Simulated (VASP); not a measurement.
A run of VASP 6.6.1:

File INCAR:

```
SYSTEM = PtSe2
  ALGO = Normal
  DIPOL = 0.5 0.5 0.395
  EDIFF = 1E-6
  ENCUT = 520
  GGA = PE
  IDIPOL = 3
  ISIF = 2
  ISMEAR = 0
  IVDW = 12
  LASPH = .True.
  LCHARG = .False.
  LDIPOL = .True.
  LREAL = .False.
  LWAVE = .False.
  NBANDS = 31
  NELM = 60
  PREC = Accurate
  SIGMA = 0.05
```

KPOINTS

```
k-points
0
Gamma
  9 9 1
  0 0 0
```

POSCAR

```
PtSe2
1.0
    3.7070358035      0.0000000000      0.0000000000
   -1.8535179017      3.2103871786      0.0000000000
    0.0000000000      0.0000000000     22.7981617435
Se Pt
4 2
Direct
    0.6666666667      0.3333333333      0.1973843352
    0.3333333333      0.6666666667      0.3135814612
    0.3333333333      0.6666666667      0.4763138798
    0.6666666667      0.3333333333      0.5925110057
    0.0000000000      0.0000000000      0.2554828982
    1.0000000000      1.0000000000      0.5344124428
```

Potentials or basis: VASP PAW PBE potentials, release 64 (Se, Pt).

The run is started by

```sh
$ cat potpaw_PBE.64/Se/POTCAR potpaw_PBE.64/Pt/POTCAR > POTCAR
$ mpirun -np 1 vasp_std > vasp.out
```

Hardware: 1 thread of Intel(R) Xeon(R) 6975P-C (Granite Rapids), with other jobs on the host.

Question: How long does it take, and how much memory?

Answer: Wall time 110 s on 1 thread of Intel(R) Xeon(R) 6975P-C (Granite Rapids), with other jobs on the host, peak memory 0.4 GiB. Counts: scf iterations 22, k points 12.
